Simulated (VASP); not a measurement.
# Si2Mo (MoSi2 type) (I4/mmm) in VASP: relaxation of shape and atoms at fixed volume with LDA

Aim: the relaxation of shape and atoms at fixed volume of Si2Mo (MoSi2 type) with LDA.

Everything below comes from runs of VASP 6.6.1. Logs are shortened: lines on timing, memory, paths and dates and some standing lists are left out, and cuts for length are marked.

### 1 The cell of the first run

It takes space group I4/mmm (No. 139, tetragonal). The conventional cell has a = 3.042 Å, b = 3.042 Å, c = 7.453 Å, α = 90.00°, β = 90.00°, γ = 90.00°. Within 3.3 Å of Mo (site symmetry 4/mmm) lie 10 Si at 2.48 to 2.50 Å and 4 Mo at 3.04 Å. Within 3.2 Å of Si (site symmetry 4mm) lie 9 Si at 2.46 to 3.04 Å and 5 Mo at 2.48 to 2.50 Å.

### 2 Relaxation of shape and atoms at fixed volume, LDA

INCAR reads:

```
SYSTEM = Si2Mo
PREC = Accurate
ENCUT = 600
EDIFF = 1E-6
ISMEAR = -1
SIGMA = 0.05
LREAL = .FALSE.
LASPH = .TRUE.
NELM = 80
ALGO = Normal
ISIF = 4
LWAVE = .FALSE.
LCHARG = .FALSE.
GGA = CA
IBRION = 2
NSW = 50
EDIFFG = -0.005
```

KPOINTS reads:

```
Automatic mesh
0
G
  15 15 15
  0 0 0
```

POSCAR reads:

```
Si2Mo
1.0
   -1.5208560389      1.5208560389      3.7265596403
    1.5208560389     -1.5208560389      3.7265596403
    1.5208560389      1.5208560389     -3.7265596403
Mo Si
1 2
Direct
    0.0000000000      0.0000000000      0.0000000000
    0.3352347194      0.3352347194      0.0000000000
   -0.3352347194     -0.3352347194      0.0000000000
```

Potentials or basis: VASP PAW LDA potentials, release 64 (Mo_sv, Si).

Launch:

```console
cat potpaw_LDA.64/Mo_sv/POTCAR potpaw_LDA.64/Si/POTCAR > POTCAR
mpirun -np 1 vasp_std > vasp.out
```

OUTCAR:

```text
SYSTEM = Si2Mo
   PREC = Accurate
   ENCUT = 600
   EDIFF = 1E-6
   ISMEAR = -1
   LREAL = .FALSE.
   LASPH = .TRUE.
   NELM = 80
   ISIF = 4
   GGA = CA
   IBRION = 2
   NSW = 50
   EDIFFG = -0.005

 ion  position               nearest neighbor table
   1  0.000  0.000  0.000-   3 2.48   3 2.48   2 2.48   3 2.48   2 2.48   2 2.48   3 2.48   2 2.48
                             2 2.50   3 2.50
   2  0.335  0.335  0.000-   3 2.46   1 2.48   1 2.48   1 2.48   1 2.48   3 2.50   3 2.50   3 2.50
                             3 2.50   1 2.50
   3  0.665  0.665  0.000-   2 2.46   1 2.48   1 2.48   1 2.48   1 2.48   2 2.50   2 2.50   2 2.50
                             2 2.50   1 2.50

  LATTYP: Found a body centered tetragonal cell.
 ALAT       =     3.0417120778
 C/A-ratio  =     2.4503040031

  Lattice vectors:

 A1 = (  -1.5208560389,   1.5208560389,   3.7265596403)
 A2 = (   1.5208560389,  -1.5208560389,   3.7265596403)
 A3 = (   1.5208560389,   1.5208560389,  -3.7265596403)

Analysis of symmetry for initial positions (statically):
=====================================================================
 Subroutine PRICEL returns:
 Original cell was already a primitive cell.

 Routine SETGRP: Setting up the symmetry group for a
 body centered tetragonal supercell.

 Subroutine GETGRP returns: Found 16 space group operations
 (whereof 16 operations were pure point group operations)
 out of a pool of 16 trial point group operations.

The static configuration has the point symmetry D_4h.

Analysis of symmetry for dynamics (positions and initial velocities):
=====================================================================
 Subroutine PRICEL returns:
 Original cell was already a primitive cell.

 Routine SETGRP: Setting up the symmetry group for a
 body centered tetragonal supercell.

 Subroutine GETGRP returns: Found 16 space group operations
 (whereof 16 operations were pure point group operations)
 out of a pool of 16 trial point group operations.

The dynamic configuration has the point symmetry D_4h.

 Subroutine INISYM returns: Found 16 space group operations
 (whereof 16 operations are pure point group operations),
 and found     1 'primitive' translations

----------------------------------------------------------------------------------------

                                     Primitive cell

  volume of cell :      34.4782

  direct lattice vectors                    reciprocal lattice vectors
    -1.520856039  1.520856039  3.726559640     0.000000000  0.328762215  0.134172011
     1.520856039 -1.520856039  3.726559640     0.328762215  0.000000000  0.134172011
     1.520856039  1.520856039 -3.726559640     0.328762215  0.328762215  0.000000000

  length of vectors
     4.302702980  4.302702980  4.302702980     0.355086922  0.355086922  0.464939983

  position of ions in fractional coordinates (direct lattice)
     0.000000000  0.000000000  0.000000000
     0.335234719  0.335234719  0.000000000
     0.664765281  0.664765281  0.000000000

  ion indices of the primitive-cell ions
   primitive index   ion index
                 1           1
                 2           2
                 3           3

----------------------------------------------------------------------------------------

 KPOINTS: Automatic mesh

Automatic generation of k-mesh.
 Grid dimensions read from file:
 generate k-points for:   15   15   15

 Generating k-lattice:

  Cartesian coordinates                     Fractional coordinates (reciprocal lattice)
     0.000000000  0.021917481  0.008944801     0.066666667 -0.000000000  0.000000000
     0.021917481  0.000000000  0.008944801    -0.000000000  0.066666667  0.000000000
     0.021917481  0.021917481  0.000000000     0.000000000  0.000000000  0.066666667

  Length of vectors
     0.023672461  0.023672461  0.030995999

  Shift w.r.t. Gamma in fractional coordinates (k-lattice)
     0.000000000  0.000000000  0.000000000

 Subroutine IBZKPT returns following result:
 ===========================================

 Found    288 irreducible k-points:

 Following reciprocal coordinates:
            Coordinates               Weight
  0.000000  0.000000  0.000000      1.000000
  0.066667 -0.000000  0.000000      8.000000
  0.133333 -0.000000  0.000000      8.000000
  0.200000  0.000000  0.000000      8.000000
  0.266667 -0.000000  0.000000      8.000000
  0.333333  0.000000 -0.000000      8.000000
[... 16 lines left out ...]
  0.133333  0.133333  0.000000      8.000000
  0.200000  0.133333  0.000000     16.000000
 [... further k-points ...]
   k-points           NKPTS =    288   k-points in BZ     NKDIM =    288   number of bands    NBANDS=     15
   number of dos      NEDOS =    301   number of ions     NIONS =      3
   total plane-waves  NPLWV =  46656
   dimension x,y,z NGX =    36 NGY =   36 NGZ =   36
   dimension x,y,z NGXF=    72 NGYF=   72 NGZF=   72
   ions per type =               1   2
   NGX,Y,Z   is equivalent  to a cutoff of  13.91, 13.91, 13.91 a.u.
   NGXF,Y,Z  is equivalent  to a cutoff of  27.82, 27.82, 27.82 a.u.
 SYSTEM =  Si2Mo
   PREC   = accura    normal or accurate (medium, high low for compatibility)
   ISTART =      0    job   : 0-new  1-cont  2-samecut
   ICHARG =      2    charge: 1-file 2-atom 10-const
   ISPIN  =      1    spin polarized calculation?
   LNONCOLLINEAR =      F non collinear calculations
   LSORBIT =      F    spin-orbit coupling
   LASPH  =      T    aspherical Exc in radial PAW
   ENCUT  =  600.0 eV  44.10 Ry    6.64 a.u.   8.59  8.59  8.59*2*pi/ulx,y,z
   NELM   =     80;   NELMIN=  2; NELMDL= -5     # of ELM steps
   EDIFF  = 0.1E-05   stopping-criterion for ELM
   LREAL  =      F    real-space projection
   EDIFFG = -.5E-02   stopping-criterion for IOM
   NSW    =     50    number of steps for IOM
   IBRION =      2    ionic relax: 0-MD 1-quasi-New 2-CG
   NFREE  =      1    steps in history (QN), initial steepest desc. (CG)
   ISIF   =      4    stress and relaxation
   ISYM   =      2    0-nonsym 1-usesym 2-fastsym
   POTIM  = 0.5000    time-step for ionic-motion
   TEBEG  =    0.0;   TEEND  =   0.0 temperature during run
   PSTRESS=    0.0 pullay stress
   NELECT =      22.0000    total number of electrons
   NUPDOWN=      -1.0000    fix difference up-down
   EMIN   =  10.00;   EMAX   =-10.00  energy-range for DOS
   EFERMI =   0.00;   METHOD = LEGACY
   ISMEAR =    -1;   SIGMA  =   0.05  broadening in eV -4-tet -1-fermi 0-gaus
   EFERMI_NEDOS =   21; number of points for ismear=-14 and -15
   IALGO  =     38    algorithm
   IMIX   =      4    mixing-type and parameters
     AMIX     =   0.40;   BMIX     =  1.00
     AMIX_MAG =   1.60;   BMIX_MAG =  1.00
  volume/ion in A,a.u.               =      11.49        77.56
  Fermi-wavevector in a.u.,A,eV,Ry     =   1.409400  2.663380 27.026730  1.986409
  Thomas-Fermi vector in A             =   2.531460
   LORBIT       =      0    0 simple, 1 ext, 2 COOP (PROOUT), +10 PAW based schemes
   GGA     = CA    functional components
   LHFCALC =     F    Hartree Fock is set to
   AEXX    =    0.0000 exact exchange contribution
   IVDW    =     0    specifies the selected vdW correction
   LEPSILON=     F    determine dielectric tensor
   LRPA    =     F    only Hartree local field effects (RPA)
 conjugate gradient relaxation of ions
 non-spin polarized calculation
  energy-cutoff  :      600.00
  volume of cell :       34.48
 maximum number of plane-waves:      1169
   NGX = 17   NGY = 17   NGZ = 17

--------------------------------------- Ionic step        1  -------------------------------------------

 number of electron      22.0000000 magnetization

 Free energy of the ion-electron system (eV)
  ---------------------------------------------------
  ext. energy  EPLUGINS =         0.00000000
  ---------------------------------------------------
  free energy    TOTEN  =       -25.28831206 eV

  energy without entropy =      -25.28657007  energy(sigma->0) =      -25.28744107

------------------------ aborting loop because EDIFF is reached ----------------------------------------

  FORCE on cell =-STRESS in cart. coord.  units (eV):
  Direction    XX          YY          ZZ          XY          YZ          ZX
  --------------------------------------------------------------------------------------
  -------------------------------------------------------------------------------------
  Total        8.1406545      8.1406545      9.2742186      0.0000000     -0.0000000      0.0000000
  in kB      378.2906656    378.2906656    430.9666163      0.0000000     -0.0000000      0.0000000
  external PRESSURE =     395.8493159 kB  Pullay stress =       0.0000000 kB
[... 133 lines left out ...]
  energy  without entropy=      -25.2948584472  energy(sigma->0) =      -25.29595323

--------------------------------------- Ionic step        5  -------------------------------------------

 number of electron      21.9999999 magnetization

 Free energy of the ion-electron system (eV)
  ---------------------------------------------------
  ext. energy  EPLUGINS =         0.00000000
  ---------------------------------------------------
  free energy    TOTEN  =       -25.29711556 eV

  energy without entropy =      -25.29493606  energy(sigma->0) =      -25.29602581

 E-fermi :  14.6728     XC(G=0): -13.2974

 val. band max:       14.6511098858   @ k =  -0.2667  -0.2667   0.2000
 cond. band min:      14.6778595207   @ k =  -0.4000   0.4667   0.3333
 fundamental gap:      0.0267496349
 Fermi energy:        14.6727820794

 k-point     1 :       0.0000    0.0000    0.0000
  band No.  band energies     occupation
      1     -45.5197      2.00000
      2     -20.0128      2.00000
      3     -19.7868      2.00000
      4     -19.7868      2.00000
      5       0.0591      2.00000
      6       7.3210      2.00000
      7      10.8188      2.00000
      8      11.3919      2.00000
      9      11.6256      2.00000
     10      11.6256      2.00000
     11      15.2106      0.00004
     12      17.2762      0.00000
     13      18.8493      0.00000
     14      18.8591      0.00000
     15      18.8591      0.00000
[... 397 lines left out ...]
 k-point    24 :       0.2000    0.1333    0.0000
  band No.  band energies     occupation
      1     -45.4989      2.00000
      2     -19.9985      2.00000
      3     -19.9459      2.00000
      4     -19.8498      2.00000
      5       1.3602      2.00000
      6       7.0741      2.00000
      7       9.5402      2.00000
      8      10.9049      2.00000
      9      11.4494      2.00000
     10      12.1499      2.00000
     11      13.0504      2.00000
     12      17.3333      0.00000
     13      17.7302      0.00000
     14      18.7865      0.00000
     15      20.0111      0.00000

 [... further k-points ...]

------------------------ aborting loop because EDIFF is reached ----------------------------------------

  FORCE on cell =-STRESS in cart. coord.  units (eV):
  Direction    XX          YY          ZZ          XY          YZ          ZX
  --------------------------------------------------------------------------------------
  -------------------------------------------------------------------------------------
  Total        8.3825203      8.3825203      8.3833457      0.0000000     -0.0000000      0.0000000
  in kB      389.5300026    389.5300026    389.5683622      0.0000000     -0.0000000      0.0000000
  external PRESSURE =     389.5427891 kB  Pullay stress =       0.0000000 kB
[... 18 lines left out ...]
  FREE ENERGIE OF THE ION-ELECTRON SYSTEM (eV)
  ---------------------------------------------------
  free  energy   TOTEN  =       -25.2971155568 eV

  energy  without entropy=      -25.2949360629  energy(sigma->0) =      -25.29602581

 reached required accuracy - stopping structural energy minimisation
```

Wall time 3.7 min (1 thread of Intel Xeon 6975P-C (Granite Rapids), shared host); peak memory 0.31 GiB.

What came out:

| Quantity | Value |
| --- | --- |
| Free energy | -25.2971 eV |
| Energy gained by relaxing | 2.9 meV/atom |
| Ionic steps | 5 |
| Pressure after relaxing | 39.0 GPa |
| Band gap on the k mesh | zero (bands 11 and 12 overlap by 1.07 eV) |

Step by step:
```tsv
step	energy change (eV)	largest force (eV/Å)	pressure (GPa)	volume (Å³)
1	0.0000	0.3790	39.58	34.48
2	-0.0057	0.1071	38.63	34.48
3	-0.0086	0.0617	38.96	34.48
4	-0.0087	0.0335	38.96	34.48
5	-0.0088	0.0002	38.95	34.48
```

Final structure:
```cif
data_structure
_symmetry_space_group_name_H-M 'P 1'
_symmetry_Int_Tables_number 1
_cell_length_a 4.3206
_cell_length_b 4.3206
_cell_length_c 4.3206
_cell_angle_alpha 138.922
_cell_angle_beta 138.922
_cell_angle_gamma 59.494
_cell_volume 34.48
loop_
_atom_site_label
_atom_site_type_symbol
_atom_site_fract_x
_atom_site_fract_y
_atom_site_fract_z
_atom_site_occupancy
Mo1 Mo 0.00000 0.00000 0.00000 1
Si1 Si 0.33340 0.33340 0.00000 1
Si2 Si 0.66660 0.66660 0.00000 1
```

Levels at points of the mesh, in eV from the Fermi level:
| k point | band 7 | band 8 | band 9 | band 10 | band 11 | band 12 | band 13 | band 14 | band 15 |
| --- | --- | --- | --- | --- | --- | --- | --- | --- | --- |
| (0.00, 0.00, 0.00) | -3.85 | -3.28 | -3.05 | -3.05 | 0.54 | 2.60 | 4.18 | 4.19 | 4.19 |

The gap in the log of VASP goes by the Fermi energy; the results here count the filled bands.